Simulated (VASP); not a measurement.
Wanted: the native input for a VASP 6.6.1 run.

```
Task                   : single point
Functional             : LDA
Potentials or basis    : VASP PAW LDA potentials, release 64 (Ta_pv, N)
Cutoff                 : 600 eV
k mesh                 : 10 × 10 × 10
Occupations            : fermi-dirac, width 0.05 eV
Spin                   : no spin polarisation
Dipole correction      : no
Further INCAR settings : ALGO = Normal; EDIFF = 1e-06; NBANDS = 15
```

The structure of TaN lies in POSCAR:

```
TaN
1.0
    0.0000000000      2.2546932853      2.2546932853
    2.2546932853      0.0000000000      2.2546932853
    2.2546932853      2.2546932853      0.0000000000
Ta N
1 1
Direct
    0.5000000000      0.5000000000      0.5000000000
    0.0000000000      0.0000000000      0.0000000000
```

The input as run:

INCAR

```
SYSTEM = TaN
PREC = Accurate
ENCUT = 600
EDIFF = 1E-6
ISMEAR = -1
SIGMA = 0.05
LREAL = .False.
LASPH = .True.
NELM = 120
ALGO = Normal
ISIF = 2
LWAVE = .False.
LCHARG = .True.
LELF = .True.
LVHAR = .True.
NBANDS = 15
GGA_COMPAT = .False.
```

KPOINTS

```
regular mesh
0
Gamma
  10 10 10
  0 0 0
```

Potentials or basis: VASP PAW LDA potentials, release 64 (Ta_pv, N).

Launch:

```sh
$ cat potpaw_LDA.64/Ta_pv/POTCAR potpaw_LDA.64/N/POTCAR > POTCAR
$ mpirun -np 1 vasp_std > vasp.out
```

Results of the run:

```json
{
  "Pressure": "-31.0 GPa",
  "Band gap on the k mesh": "zero (band 8 reaches 10.19 eV, above the bottom of band 9 at 6.61 eV)"
}
```

Caveat: spin-orbit coupling is left out, which moves the levels of the heavy elements.

Wall time 12 s on 1 thread of AMD EPYC 9R45 96-Core Processor (Zen 5) (shared host), peak memory 0.12 GiB.
